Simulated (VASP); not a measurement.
SnSe, 2 atoms in the cell. The structure is cubic, space group Fm-3m (No. 225). The conventional cell has a = 5.980 Å, b = 5.980 Å, c = 5.980 Å, α = 90.00°, β = 90.00°, γ = 90.00°. Within 3.9 Å of Sn (site symmetry m-3m) lie 6 Se at 2.99 Å. Within 3.9 Å of Se (site symmetry m-3m) lie 6 Sn at 2.99 Å. 

- Program: VASP 6.6.1
- Task: single point
- Functional: PBE
- Potentials or basis: VASP PAW PBE potentials, release 64 (Sn_d, Se)
- Cutoff: 500 eV
- k mesh: 6 × 6 × 6
- Occupations: methfessel-paxton, width 0.05 eV
- Spin: no spin polarisation
- Dipole correction: no
- Further INCAR settings: ALGO = Normal; EDIFF = 1e-06; NBANDS = 17

Potentials or basis: VASP PAW PBE potentials, release 64 (Sn_d, Se).

Command:

```bash
$ cat potpaw_PBE.64/Sn_d/POTCAR potpaw_PBE.64/Se/POTCAR > POTCAR
$ mpirun -np 1 vasp_std > vasp.out
```

Hardware: 1 thread of AMD EPYC 7R43 64-Core Processor (Zen 3), on a shared host.

**Question.** How long does it take, and how much memory?

**Answer.** It took 23 s on 1 thread of AMD EPYC 7R43 64-Core Processor (Zen 3), with other jobs on the host, peak memory 0.14 GiB. Counts: scf iterations 12, k points 16.
